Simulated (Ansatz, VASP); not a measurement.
Hf in VASP and in Ansatz

File INCAR:

```
SYSTEM = Hf
PREC = Accurate
ENCUT = 500
EDIFF = 1E-6
ISMEAR = 0
SIGMA = 0.15
LREAL = .False.
LASPH = .True.
NELM = 120
ALGO = Normal
ISIF = 2
LWAVE = .False.
LCHARG = .False.
GGA = PE
NBANDS = 17
GGA_COMPAT = .False.
```

Contents of KPOINTS:

```
Automatic mesh
0
Gamma
  18 18 10
  0 0 0
```

Contents of POSCAR:

```
Hf
1.0
    2.9805000000      0.0000000000      0.0000000000
   -1.4902500000      2.5811887160      0.0000000000
    0.0000000000      0.0000000000      4.8650000000
Hf
2
Direct
    0.3333333333      0.6666666667      0.2500000000
    0.6666666667      0.3333333333      0.7500000000
```

Input for Ansatz:

```yaml
crystal:
  lattice:
    - [2.9805, 0.0, 0.0]
    - [-1.49025, 2.581188716, 0.0]
    - [0.0, 0.0, 4.865]
  atoms:
    - { symbol: Hf, position: [0.3333333333, 0.6666666667, 0.25] }
    - { symbol: Hf, position: [0.6666666667, 0.3333333333, 0.75] }
basis:
  ecutwfc: 420
kpoints:
  mp_grid: { grid: [18, 18, 10] }
hamiltonian:
  xc: pbe
scf:
  occupations: { method: gaussian, width: 0.15 }
output:
  forces: true
  stress: true
  eigenvalues: true
```

Alike in both runs: task single point; functional PBE; k mesh 18 × 18 × 10; occupations gaussian, width 0.15 eV; no spin polarisation.

|  | VASP | Ansatz |
| --- | --- | --- |
| version | VASP 6.6.1 | Ansatz 0.2.0 |
| potentials or method | VASP PAW PBE potentials, release 64 (Hf_pv), cutoff 500 eV | scalar-relativistic, plane waves, PAW |
| valence electrons in the cell | 20 | 52 |

```csv
,VASP,Ansatz,Ansatz less VASP
gap on the k mesh at the Fermi level (eV),none,none,-
pressure (GPa),26.5,27.0,+0.47
"traceless stress, the component that is largest in VASP (GPa)",-2.58,-2.44,+0.135
```

A gap of «none» marks a metal or a gap that the smearing closes. VASP's potentials hold 20 valence electrons a cell and Ansatz's 52, so a difference there can come from the potentials and not from the codes.

Spin-orbit coupling is off throughout.
